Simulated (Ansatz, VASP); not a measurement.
**One calculation of Ge, two programs**

```
CELL_PARAMETERS angstrom
-2.44495 2.59675 1.40761
2.44495 -2.59675 1.40761
2.44495 2.59675 -1.40761
ATOMIC_POSITIONS crystal
Ge 0.31406 0.06406 0.25000
Ge 0.68594 0.93594 0.75000
```

Alike in both runs: task single point; functional PBEsol; k mesh 11 × 11 × 11; occupations fermi-dirac, width 0.05 eV; no spin polarisation.

|  | VASP | Ansatz |
| --- | --- | --- |
| version | VASP 6.6.1 | Ansatz 0.2.0 |
| potentials or method | VASP PAW PBE potentials, release 64 (Ge_d) | Ansatz PAW |
| plane-wave cutoff (eV) | 520 | 420 |
| valence electrons in the cell | 28 | 28 |

|  | VASP | Ansatz | Ansatz less VASP |
| --- | --- | --- | --- |
| gap on the k mesh at the Fermi level (eV) | none | none | - |
| pressure (GPa) | 2.3 | 2.4 | +0.09 |
| traceless stress, the component that is largest in VASP (GPa) | 1.25 | 1.24 | -0.006 |
| rms of the force components (eV/Å) | 0.030 | 0.029 | -0.0009 |

VASP's potentials were made for PBE, not for PBEsol. Atom by atom the forces differ by 0.001 eV/Å (rms over components). A gap of «none» marks a metal or a gap that the smearing closes. The functional is the same, so the differences come from potentials, cutoffs and numerics.
